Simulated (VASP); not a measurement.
Input of a VASP 6.6.1 run:

File INCAR:

```
  ALGO = Normal
  DIPOL = 0.5 0.5 0.292
  EDIFF = 1E-6
  ENCUT = 520
  GGA = PE
  IDIPOL = 3
  ISIF = 2
  ISMEAR = 0
  LASPH = T
  LCHARG = T
  LDIPOL = T
  LELF = T
  LREAL = F
  LVACPOTAV = T
  LVHAR = T
  LWAVE = F
  NBANDS = 50
  NELM = 60
  PREC = Accurate
  SIGMA = 0.2
```

KPOINTS

```
k-points
0
Gamma
  3 3 1
```

Contents of POSCAR:

```
Sr
1.0
    8.5696835533      0.0684712399      0.0000000000
   -4.2255439433      7.4641420074      0.0000000000
    0.0000000000      0.0000000000     30.8500002400
Sr
8
Direct
    0.1916789078      0.3502243576      0.2429268435
    0.1523505789      0.8323100393      0.2417568235
    0.6771228413      0.3562467038      0.2385714370
    0.6697468335      0.8041169914      0.2384293257
    0.3160534092      0.1522802280      0.3433071072
    0.3504619805      0.6665882541      0.3490354601
    0.8354145084      0.1760661821      0.3451644911
    0.8071709405      0.6621672437      0.3346820756
```

Potentials or basis: VASP PAW PBE potentials, release 64 (Sr_sv).

Launch:

```console
$ cat potpaw_PBE.64/Sr_sv/POTCAR > POTCAR
$ mpirun -np 1 vasp_std > vasp.out
```

**Question.** Estimate the ionisation potential of the upper face.

**Answer.** 2.53 eV.

**Question.** What does it give for the largest force?

**Answer.** 0.895 eV/Å.

Forces in eV/Å, atoms in the order of the input:
```
Sr  -0.258 -0.146 -0.075
Sr   0.397  0.056 -0.177
Sr   0.176 -0.590 -0.179
Sr  -0.509  0.687 -0.267
Sr   0.139  0.086  0.154
Sr  -0.321  0.020 -0.058
Sr  -0.012 -0.075 -0.082
Sr   0.388 -0.036  0.683
```
